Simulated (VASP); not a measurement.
Crystal: Al.

```xyz
2
Lattice="2.8125 0.0000 0.0000 -1.4062 2.4357 0.0000 0.0000 0.0000 4.8669" Properties=species:S:1:pos:R:3 pbc="T T T"
Al    1.4062    0.8119    3.6501
Al    0.0000    1.6238    1.2167
```

This isn't the form of Al at room conditions, which is fcc.

Base run:

```yaml
Program: VASP 6.6.1
Functional: r2SCAN
Potentials_or_basis: VASP PAW PBE potentials, release 64 (Al)
Cutoff: 550 eV
k_mesh: 14 × 14 × 7
Occupations: methfessel-paxton, width 0.1 eV
Spin: no spin polarisation
```

Its results: band gap on the k mesh zero (bands 3 and 4 overlap by 5.58 eV); pressure -3.3 GPa.

Problem. The run is repeated on the same cell with these changes: functional from r2SCAN to PBEsol; cutoff from 550 eV to 500 eV. What comes out?

Solution. Band gap on the k mesh zero (bands 3 and 4 overlap by 5.32 eV); pressure -1.4 GPa.

Caveats: the PAW data sets were made with another functional, which shifts forces and pressure a little; the cell stands under tension (at least some runs).
